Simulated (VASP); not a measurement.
# Ge (P6/mmm) in VASP: relaxation of cell and atoms with PBE

Aim: the relaxation of cell and atoms of Ge with PBE.

Everything below comes from runs of VASP 6.6.1. Logs are shortened: lines on timing, memory, paths and dates and some standing lists are left out, and cuts for length are marked.

**1. The cell of the first run**

It takes space group P6/mmm (No. 191, hexagonal). The conventional cell has a = 7.694 Å, b = 7.694 Å, c = 3.620 Å, α = 90.00°, β = 90.00°, γ = 120.00°. Ge (site symmetry mm2) has 6 Ge at 2.52 to 3.33 Å within 3.4 Å. Within 3.7 Å of Ge (site symmetry -6m2) lie 8 Ge at 2.64 to 3.62 Å.

The cell was generated, and may not be a known phase.

**2. Relaxation of cell and atoms, PBE**

The input, INCAR:

```
SYSTEM = Ge
ALGO = Fast
EDIFF = 1E-7
EDIFFG = -0.01
ENCUT = 600
GGA = PE
IBRION = 2
ISIF = 3
ISMEAR = 0
LASPH = .True.
LCHARG = .False.
LREAL = .False.
LWAVE = .False.
NELM = 60
NSW = 100
PREC = Accurate
SIGMA = 0.1
```

The input, KPOINTS:

```
k-points
0
Gamma
  6 6 10
  0 0 0
```

The input, POSCAR:

```
Ge
1.0
    7.6941595077      0.0000000000      0.0000000000
   -3.8470797538      6.6633375944      0.0000000000
    0.0000000000      0.0000000000      3.6196684417
Ge
8
Direct
    0.8108156648      0.1891843352      0.5000000000
    0.8108156648      0.6216313296      0.5000000000
    0.3783686704      0.1891843352      0.5000000000
    0.1891843352      0.8108156648      0.5000000000
    0.1891843352      0.3783686704      0.5000000000
    0.6216313296      0.8108156648      0.5000000000
    0.3333333333      0.6666666667      0.0000000000
    0.6666666667      0.3333333333      0.0000000000
```

Potentials or basis: VASP PAW PBE potentials, release 64 (Ge_d).

The run is started by

```sh
$ cat potpaw_PBE.64/Ge_d/POTCAR > POTCAR
$ mpirun -np 1 vasp_std > vasp.out
```

OUTCAR:

```text
SYSTEM = Ge
   EDIFF = 1E-7
   EDIFFG = -0.01
   ENCUT = 600
   GGA = PE
   IBRION = 2
   ISIF = 3
   ISMEAR = 0
   LASPH = .True.
   LREAL = .False.
   NELM = 60
   NSW = 100
   PREC = Accurate

 ion  position               nearest neighbor table
   1  0.811  0.189  0.500-   6 2.52   5 2.52   8 2.64   8 2.64
   2  0.811  0.622  0.500-   6 2.52   4 2.52   8 2.64   8 2.64
   3  0.378  0.189  0.500-   4 2.52   5 2.52   8 2.64   8 2.64
   4  0.189  0.811  0.500-   3 2.52   2 2.52   7 2.64   7 2.64
   5  0.189  0.378  0.500-   3 2.52   1 2.52   7 2.64   7 2.64
   6  0.622  0.811  0.500-   1 2.52   2 2.52   7 2.64   7 2.64
   7  0.333  0.667  0.000-   4 2.64   4 2.64   5 2.64   5 2.64   6 2.64   6 2.64
   8  0.667  0.333  0.000-   1 2.64   1 2.64   2 2.64   2 2.64   3 2.64   3 2.64

  LATTYP: Found a hexagonal cell.
 ALAT       =     7.6941595077
 C/A-ratio  =     0.4704436447

  Lattice vectors:

 A1 = (   7.6941595077,   0.0000000000,   0.0000000000)
 A2 = (  -3.8470797538,   6.6633375944,   0.0000000000)
 A3 = (   0.0000000000,   0.0000000000,   3.6196684417)

Analysis of symmetry for initial positions (statically):
=====================================================================
 Subroutine PRICEL returns:
 Original cell was already a primitive cell.

 Routine SETGRP: Setting up the symmetry group for a
 hexagonal supercell.

 Subroutine GETGRP returns: Found 24 space group operations
 (whereof 24 operations were pure point group operations)
 out of a pool of 24 trial point group operations.

The static configuration has the point symmetry D_6h.

Analysis of symmetry for dynamics (positions and initial velocities):
=====================================================================
 Subroutine PRICEL returns:
 Original cell was already a primitive cell.

 Routine SETGRP: Setting up the symmetry group for a
 hexagonal supercell.

 Subroutine GETGRP returns: Found 24 space group operations
 (whereof 24 operations were pure point group operations)
 out of a pool of 24 trial point group operations.

The dynamic configuration has the point symmetry D_6h.

 Subroutine INISYM returns: Found 24 space group operations
 (whereof 24 operations are pure point group operations),
 and found     1 'primitive' translations

----------------------------------------------------------------------------------------

                                     Primitive cell

  volume of cell :     185.5760

  direct lattice vectors                    reciprocal lattice vectors
     7.694159508  0.000000000  0.000000000     0.129968712  0.075037471  0.000000000
    -3.847079754  6.663337594  0.000000000     0.000000000  0.150074942  0.000000000
     0.000000000  0.000000000  3.619668442     0.000000000  0.000000000  0.276268398

  length of vectors
     7.694159508  7.694159508  3.619668442     0.150074942  0.150074942  0.276268398

  position of ions in fractional coordinates (direct lattice)
     0.810815665  0.189184335  0.500000000
     0.810815665  0.621631330  0.500000000
     0.378368670  0.189184335  0.500000000
     0.189184335  0.810815665  0.500000000
     0.189184335  0.378368670  0.500000000
     0.621631330  0.810815665  0.500000000
     0.333333333  0.666666667  0.000000000
     0.666666667  0.333333333  0.000000000

  ion indices of the primitive-cell ions
   primitive index   ion index
                 1           1
                 2           2
                 3           3
                 4           4
                 5           5
                 6           6
                 7           7
                 8           8

----------------------------------------------------------------------------------------

 KPOINTS: k-points

Automatic generation of k-mesh.
 Grid dimensions read from file:
 generate k-points for:    6    6   10

 Generating k-lattice:

  Cartesian coordinates                     Fractional coordinates (reciprocal lattice)
     0.021661452  0.012506245  0.000000000     0.166666667  0.000000000  0.000000000
     0.000000000  0.025012490  0.000000000     0.000000000  0.166666667  0.000000000
     0.000000000  0.000000000  0.027626840     0.000000000  0.000000000  0.100000000

  Length of vectors
     0.025012490  0.025012490  0.027626840

  Shift w.r.t. Gamma in fractional coordinates (k-lattice)
     0.000000000  0.000000000  0.000000000

 Subroutine IBZKPT returns following result:
 ===========================================

 Found     42 irreducible k-points:

 Following reciprocal coordinates:
            Coordinates               Weight
  0.000000  0.000000  0.000000      1.000000
  0.166667  0.000000  0.000000      6.000000
  0.333333  0.000000  0.000000      6.000000
  0.500000  0.000000  0.000000      3.000000
  0.166667  0.166667  0.000000      6.000000
  0.333333  0.166667  0.000000     12.000000
[... 16 lines left out ...]
  0.166667  0.000000  0.300000     12.000000
  0.333333  0.000000  0.300000     12.000000
 [... further k-points ...]
   k-points           NKPTS =     42   k-points in BZ     NKDIM =     42   number of bands    NBANDS=     67
   number of dos      NEDOS =    301   number of ions     NIONS =      8
   total plane-waves  NPLWV = 122880
   dimension x,y,z NGX =    64 NGY =   64 NGZ =   30
   dimension x,y,z NGXF=   128 NGYF=  128 NGZF=   60
   ions per type =               8
   NGX,Y,Z   is equivalent  to a cutoff of  13.83, 13.83, 13.78 a.u.
   NGXF,Y,Z  is equivalent  to a cutoff of  27.66, 27.66, 27.56 a.u.
 SYSTEM =  Ge
   PREC   = accura    normal or accurate (medium, high low for compatibility)
   ISTART =      0    job   : 0-new  1-cont  2-samecut
   ICHARG =      2    charge: 1-file 2-atom 10-const
   ISPIN  =      1    spin polarized calculation?
   LNONCOLLINEAR =      F non collinear calculations
   LSORBIT =      F    spin-orbit coupling
   LASPH  =      T    aspherical Exc in radial PAW
   ENCUT  =  600.0 eV  44.10 Ry    6.64 a.u.  15.37 15.37  7.23*2*pi/ulx,y,z
   NELM   =     60;   NELMIN=  2; NELMDL= -5     # of ELM steps
   EDIFF  = 0.1E-06   stopping-criterion for ELM
   LREAL  =      F    real-space projection
   EDIFFG = -.1E-01   stopping-criterion for IOM
   NSW    =    100    number of steps for IOM
   IBRION =      2    ionic relax: 0-MD 1-quasi-New 2-CG
   NFREE  =      1    steps in history (QN), initial steepest desc. (CG)
   ISIF   =      3    stress and relaxation
   ISYM   =      2    0-nonsym 1-usesym 2-fastsym
   POTIM  = 0.5000    time-step for ionic-motion
   TEBEG  =    0.0;   TEEND  =   0.0 temperature during run
   PSTRESS=    0.0 pullay stress
   NELECT =     112.0000    total number of electrons
   NUPDOWN=      -1.0000    fix difference up-down
   EMIN   =  10.00;   EMAX   =-10.00  energy-range for DOS
   EFERMI =   0.00;   METHOD = LEGACY
   ISMEAR =     0;   SIGMA  =   0.10  broadening in eV -4-tet -1-fermi 0-gaus
   EFERMI_NEDOS =   21; number of points for ismear=-14 and -15
   IALGO  =     68    algorithm
   IMIX   =      4    mixing-type and parameters
     AMIX     =   0.40;   BMIX     =  1.00
     AMIX_MAG =   1.60;   BMIX_MAG =  1.00
  volume/ion in A,a.u.               =      23.20       156.54
  Fermi-wavevector in a.u.,A,eV,Ry     =   1.383482  2.614402 26.041864  1.914023
  Thomas-Fermi vector in A             =   2.508076
   LORBIT       =      0    0 simple, 1 ext, 2 COOP (PROOUT), +10 PAW based schemes
   GGA     = PE    functional components
   LHFCALC =     F    Hartree Fock is set to
   AEXX    =    0.0000 exact exchange contribution
   IVDW    =     0    specifies the selected vdW correction
   LEPSILON=     F    determine dielectric tensor
   LRPA    =     F    only Hartree local field effects (RPA)
 conjugate gradient relaxation of ions
 non-spin polarized calculation
 RMM-DIIS sequential band-by-band and
 Gauss-broadening in eV      SIGMA  =   0.10
  energy-cutoff  :      600.00
  volume of cell :      185.58
 maximum number of plane-waves:      6228
 NGX is ok and might be reduce to    64
   NGX = 31   NGY = 31   NGZ = 15

--------------------------------------- Ionic step        1  -------------------------------------------

 number of electron     112.0000011 magnetization

 Free energy of the ion-electron system (eV)
  ---------------------------------------------------
  ext. energy  EPLUGINS =         0.00000000
  ---------------------------------------------------
  free energy    TOTEN  =       -33.73647010 eV

  energy without entropy =      -33.72109504  energy(sigma->0) =      -33.72878257

------------------------ aborting loop because EDIFF is reached ----------------------------------------

  FORCE on cell =-STRESS in cart. coord.  units (eV):
  Direction    XX          YY          ZZ          XY          YZ          ZX
  --------------------------------------------------------------------------------------
  -------------------------------------------------------------------------------------
  Total        0.8637104      0.8637104     -0.6168872      0.0000000      0.0000000      0.0000000
  in kB        7.4568759      7.4568759     -5.3259192      0.0000000      0.0000000      0.0000000
  external PRESSURE =       3.1959442 kB  Pullay stress =       0.0000000 kB
[... 321 lines left out ...]
  energy  without entropy=      -33.7326556125  energy(sigma->0) =      -33.73981431

--------------------------------------- Ionic step        9  -------------------------------------------

 number of electron     112.0000001 magnetization

 Free energy of the ion-electron system (eV)
  ---------------------------------------------------
  ext. energy  EPLUGINS =         0.00000000
  ---------------------------------------------------
  free energy    TOTEN  =       -33.74735036 eV

  energy without entropy =      -33.73310991  energy(sigma->0) =      -33.74023013

 E-fermi :   4.5920     XC(G=0):  -9.8935

 val. band max:        4.5691266726   @ k =   0.3333   0.1667   0.3000
 cond. band min:       4.5970840975   @ k =   0.0000   0.0000   0.1000
 fundamental gap:      0.0279574249
 Fermi energy:         4.5919948926

 k-point     1 :       0.0000    0.0000    0.0000
  band No.  band energies     occupation
      1     -20.1672      2.00000
      2     -20.1672      2.00000
      3     -20.1533      2.00000
      4     -20.1489      2.00000
      5     -20.1489      2.00000
      6     -20.1482      2.00000
[... 1669 lines left out ...]
     66       9.3318      0.00000
     67       9.7994      0.00000

 [... further k-points ...]
[... 5 lines left out ...]
  --------------------------------------------------------------------------------------
  -------------------------------------------------------------------------------------
  Total        0.0144713      0.0144713      0.0428859      0.0000000      0.0000000      0.0000000
  in kB        0.1240765      0.1240765      0.3677034      0.0000000      0.0000000      0.0000000
  external PRESSURE =       0.2052854 kB  Pullay stress =       0.0000000 kB
[... 23 lines left out ...]
  FREE ENERGIE OF THE ION-ELECTRON SYSTEM (eV)
  ---------------------------------------------------
  free  energy   TOTEN  =       -33.7473503595 eV

  energy  without entropy=      -33.7331099093  energy(sigma->0) =      -33.74023013

 reached required accuracy - stopping structural energy minimisation
```

Run time: 2 h. Hardware: 1 thread of Oxide Virtual Turin-like, shared host; peak memory 0.61 GiB.

Results:

```
Free energy                           : -33.7474 eV
Relaxed volume                        : 23.36 Å³/atom
Relaxed cell                          : a = 7.733 Å, b = 7.733 Å, c = 3.608 Å, α = 90.00°, β = 90.00°, γ = 120.00°
Space group after relaxing (to 0.1 Å) : P6/mmm (No. 191)
Energy gained by relaxing             : 1.4 meV/atom
Ionic steps                           : 9
Pressure after relaxing               : 0.0 GPa
Band gap on the k mesh                : zero (bands 56 and 57 overlap by 2.35 eV)
```

Step by step:
```csv
step,energy change (eV),largest force (eV/Å),pressure (GPa),volume (Å³)
1,0.0000,0.1288,0.32,185.58
2,-0.0092,0.0637,-0.07,186.82
3,-0.0095,0.0530,-0.10,187.03
4,-0.0094,0.0511,-0.11,187.06
5,-0.0103,0.0262,0.04,186.73
6,-0.0105,0.0180,0.07,186.62
7,-0.0105,0.0016,0.14,186.41
8,-0.0105,0.0096,0.12,186.50
9,-0.0109,0.0011,0.02,186.86
```

Final structure:
```yaml
crystal:
  lattice:
    - [7.73298, 0.00000, 0.00000]
    - [-3.86649, 6.69696, 0.00000]
    - [0.00000, 0.00000, 3.60830]
  atoms:
    - { symbol: Ge, position: [0.80972, 0.19028, 0.50000] }
    - { symbol: Ge, position: [0.80972, 0.61945, 0.50000] }
    - { symbol: Ge, position: [0.38055, 0.19028, 0.50000] }
    - { symbol: Ge, position: [0.19028, 0.80972, 0.50000] }
    - { symbol: Ge, position: [0.19028, 0.38055, 0.50000] }
    - { symbol: Ge, position: [0.61945, 0.80972, 0.50000] }
    - { symbol: Ge, position: [0.33333, 0.66667, 0.00000] }
    - { symbol: Ge, position: [0.66667, 0.33333, 0.00000] }
```

The gap in the log of VASP goes by the Fermi energy; the results here count the filled bands.